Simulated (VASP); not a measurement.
# Co (Im-3m) in VASP: single point with PBE

Aim: the single point of Co with PBE.

Everything below comes from runs of VASP 6.6.1. Logs are shortened: lines on timing, memory, paths and dates and some standing lists are left out, and cuts for length are marked.

### Step 1. The cell of the first run

Symmetry: Im-3m, No. 229, cubic system. Conventional cell: a = 2.810 Å, b = 2.810 Å, c = 2.810 Å, α = 90.00°, β = 90.00°, γ = 90.00°. Co (site symmetry m-3m) has 14 Co at 2.43 to 2.81 Å within 3.2 Å.

This isn't the form of Co at room conditions, which is hcp.

### Step 2. Single point, PBE, non-collinear spin, typed start, spin-orbit coupling

INCAR

```
SYSTEM = Co
ALGO     = Normal         ! electronic algorithm
EDIFF    = 1E-7           ! SCF threshold, eV
ENCUT    = 520            ! plane-wave cutoff, eV
GGA      = PE             ! functional
GGA_COMPAT= .False.      
ISIF     = 2              ! what is computed and relaxed
ISMEAR   = 0              ! smearing method
LASPH    = .True.         ! aspherical terms in the spheres
LCHARG   = .False.        ! write CHGCAR
LMAXMIX  = 4              ! l up to which the mixer works
LNONCOLLINEAR= .True.         ! non-collinear magnetism
LORBIT   = 11             ! projections on sites
LORBMOM  = .True.       
LREAL    = .False.        ! projectors in reciprocal space
LSORBIT  = .True.         ! spin-orbit coupling
LWAVE    = .False.        ! write WAVECAR
MAGMOM   = 0 0 1.93       ! initial moments
NBANDS   = 20             ! bands
NELM     = 150            ! most SCF steps
PREC     = Accurate       ! precision mode
SIGMA    = 0.05           ! smearing width, eV
```

KPOINTS

```
k-points
0
Gamma
  20 20 20
  0 0 0
```

POSCAR

```
Co
1.0
   -1.4047693896      1.4047693896      1.4047693896
    1.4047693896     -1.4047693896      1.4047693896
    1.4047693896      1.4047693896     -1.4047693896
Co
1
Direct
    0.0000000000      0.0000000000      0.0000000000
```

Potentials or basis: VASP PAW PBE potentials, release 64 (Co).

On the command line:

```
> cat potpaw_PBE.64/Co/POTCAR > POTCAR
> mpirun -np 1 vasp_ncl > vasp.out
```

OUTCAR:

```text
SYSTEM = Co
   EDIFF = 1E-7
   ENCUT = 520
   GGA = PE
   ISIF = 2
   ISMEAR = 0
   LASPH = .True.
   LNONCOLLINEAR = .True.
   LORBIT = 11
   LREAL = .False.
   LSORBIT = .True.
   NELM = 150
   PREC = Accurate

 ion  position               nearest neighbor table
   1  0.000  0.000  0.000-

  LATTYP: Found a body centered cubic cell.
 ALAT       =     2.8095387792

  Lattice vectors:

 A1 = (  -1.4047693896,   1.4047693896,   1.4047693896)
 A2 = (   1.4047693896,  -1.4047693896,   1.4047693896)
 A3 = (   1.4047693896,   1.4047693896,  -1.4047693896)

Analysis of symmetry for initial positions (statically):
=====================================================================
 Subroutine PRICEL returns:
 Original cell was already a primitive cell.

 Routine SETGRP: Setting up the symmetry group for a
 body centered cubic supercell.

 Subroutine GETGRP returns: Found 48 space group operations
 (whereof 48 operations were pure point group operations)
 out of a pool of 48 trial point group operations.

The static configuration has the point symmetry O_h .

Analysis of symmetry for dynamics (positions and initial velocities):
=====================================================================
 Subroutine PRICEL returns:
 Original cell was already a primitive cell.

 Routine SETGRP: Setting up the symmetry group for a
 body centered cubic supercell.

 Subroutine GETGRP returns: Found 48 space group operations
 (whereof 48 operations were pure point group operations)
 out of a pool of 48 trial point group operations.

The dynamic configuration has the point symmetry O_h .

Analysis of structural, dynamic, and magnetic symmetry:
=====================================================================
 Subroutine PRICEL returns:
 Original cell was already a primitive cell.

 Routine SETGRP: Setting up the symmetry group for a
 body centered cubic supercell.

 Subroutine GETGRP returns: Found  8 space group operations
 (whereof  8 operations were pure point group operations)
 out of a pool of 48 trial point group operations.

The overall configuration has the point symmetry C_4h.

 Subroutine INISYM returns: Found  8 space group operations
 (whereof  8 operations are pure point group operations),
 and found     1 'primitive' translations

[... 140 lines left out ...]

  energy without entropy =       -6.95307869  energy(sigma->0) =       -6.95413342

 E-fermi :  10.3028     XC(G=0): -13.2801

 val. band max:       10.3025094168   @ k =  -0.4500   0.0000   0.2000
 cond. band min:      10.3032888564   @ k =  -0.0500   0.0500   0.1500
 fundamental gap:      0.0007794395
 Fermi energy:        10.3027632826

 k-point     1 :       0.0000    0.0000    0.0000
  band No.  band energies     occupation
      1       1.1399      1.00000
      2       1.2043      1.00000
      3       7.2457      1.00000
      4       7.2770      1.00000
      5       7.3187      1.00000
      6       8.3175      1.00000
[... 541 lines left out ...]
     19      38.6216      0.00000
     20      39.1701      0.00000

 [... further k-points ...]
[... 5 lines left out ...]
  --------------------------------------------------------------------------------------
  -------------------------------------------------------------------------------------
  Total       -0.0612353     -0.0612353     -0.0625210     -0.0000001      0.0000000      0.0000000
  in kB       -8.8478360     -8.8478360     -9.0336104     -0.0000151      0.0000000      0.0000000
  external PRESSURE =      -8.9097608 kB  Pullay stress =       0.0000000 kB

 VOLUME and BASIS-vectors are now :
 -----------------------------------------------------------------------------
  energy-cutoff  :      520.00
  volume of cell :       11.09
      direct lattice vectors                 reciprocal lattice vectors
    -1.404769390  1.404769390  1.404769390     0.000000000  0.355930307  0.355930307
     1.404769390 -1.404769390  1.404769390     0.355930307  0.000000000  0.355930307
     1.404769390  1.404769390 -1.404769390     0.355930307  0.355930307  0.000000000

 POSITION                                       TOTAL-FORCE (eV/Angst)
 -----------------------------------------------------------------------------------
      0.00000      0.00000      0.00000        -0.000000      0.000000      0.000000
 -----------------------------------------------------------------------------------
    total drift:                                0.000000     -0.000000      0.000000

  FREE ENERGIE OF THE ION-ELECTRON SYSTEM (eV)
  ---------------------------------------------------
  free  energy   TOTEN  =        -6.9551881469 eV

  energy  without entropy=       -6.9530786935  energy(sigma->0) =       -6.95413342

 orbital moment (x)

 # of ion     p       d       tot
 ----------------------------------------
  1         0.000   0.000   0.000
 ----------------------------------------
            0.000   0.000   0.000

 orbital moment (y)

 # of ion     p       d       tot
 ----------------------------------------
  1         0.000   0.000   0.000
 ----------------------------------------
            0.000   0.000   0.000

 orbital moment (z)

 # of ion     p       d       tot
 ----------------------------------------
  1         0.001   0.076   0.076
 ----------------------------------------
            0.001   0.076   0.076

 Spin-Orbit-Coupling matrix elements

 Ion:    1  E_soc:     -0.0155550
 l=   1
     0.0000000    -0.0003580    -0.0003529
    -0.0003580     0.0000000    -0.0003580
    -0.0003529    -0.0003580     0.0000000
 l=   2
     0.0000000    -0.0003083     0.0000000    -0.0003083    -0.0020003
    -0.0003083     0.0000000    -0.0014025    -0.0003523    -0.0004672
     0.0000000    -0.0014025     0.0000000    -0.0014025     0.0000000
    -0.0003083    -0.0003523    -0.0014025     0.0000000    -0.0004672
    -0.0020003    -0.0004672     0.0000000    -0.0004672     0.0000000
 l=   3
     0.0000000     0.0000000     0.0000000     0.0000000     0.0000000     0.0000000     0.0000000
     0.0000000     0.0000000     0.0000000     0.0000000     0.0000000     0.0000000     0.0000000
     0.0000000     0.0000000     0.0000000     0.0000000     0.0000000     0.0000000     0.0000000
     0.0000000     0.0000000     0.0000000     0.0000000     0.0000000     0.0000000     0.0000000
     0.0000000     0.0000000     0.0000000     0.0000000     0.0000000     0.0000000     0.0000000
     0.0000000     0.0000000     0.0000000     0.0000000     0.0000000     0.0000000     0.0000000
     0.0000000     0.0000000     0.0000000     0.0000000     0.0000000     0.0000000     0.0000000

 total charge

# of ion       s       p       d       tot
------------------------------------------
    1        0.480   0.514   7.231   8.225

 magnetization (x)

# of ion       s       p       d       tot
------------------------------------------
    1        0.000   0.000  -0.000  -0.000

 magnetization (y)

# of ion       s       p       d       tot
------------------------------------------
    1       -0.000   0.000  -0.000  -0.000

 magnetization (z)

# of ion       s       p       d       tot
------------------------------------------
    1       -0.004  -0.046   1.795   1.744
```

OSZICAR:

```text
N       E                     dE             d eps       ncg     rms          rms(c)
DAV:   1     0.434258332103E+02    0.43426E+02   -0.38233E+03 45080   0.117E+03
DAV:   2    -0.553788756244E+01   -0.48964E+02   -0.44099E+02 43316   0.216E+02
[... 30 lines left out ...]
DAV:  33    -0.695518983072E+01    0.19408E-05   -0.60112E-06 43236   0.317E-02    0.280E-03
DAV:  34    -0.695518904227E+01    0.78845E-06   -0.29791E-06 42948   0.233E-02    0.214E-03
DAV:  35    -0.695518794112E+01    0.11012E-05   -0.10110E-05 43804   0.366E-02    0.131E-03
DAV:  36    -0.695518786563E+01    0.75483E-07   -0.13258E-06 43616   0.161E-02    0.752E-04
DAV:  37    -0.695518819175E+01   -0.32612E-06   -0.29193E-06 43880   0.206E-02    0.141E-03
DAV:  38    -0.695518814690E+01    0.44850E-07   -0.35988E-07 44064   0.821E-03
   1 F= -.69551881E+01 E0= -.69541334E+01  d E =-.210945E-02  mag=     0.0000    -0.0000     1.7236
```

stdout:

```text
POSCAR found type information on POSCAR Co
 POSCAR found :  1 types and       1 ions
 scaLAPACK will be used
 LDA part: xc-table for (Slater+PW92), standard interpolation
 POSCAR, INCAR and KPOINTS ok, starting setup
 FFT: planning ... GRIDC
 FFT: planning ... GRID_SOFT
 FFT: planning ... GRID
 WAVECAR not read
 entering main loop
```

Run time: 36 min. Hardware: 1 thread of Intel Xeon 8259CL, shared host; peak memory 0.45 GiB.

Results:

| Quantity | Value |
| --- | --- |
| Free energy | -6.9552 eV |
| Pressure | -0.9 GPa |
| Net moment | 1.72 μB per cell |
| Valence electrons inside the program's atomic spheres | Co 8.22 |

Moments on the atoms (μB; x, y, z):
```
Co  0.00 0.00 1.74
```
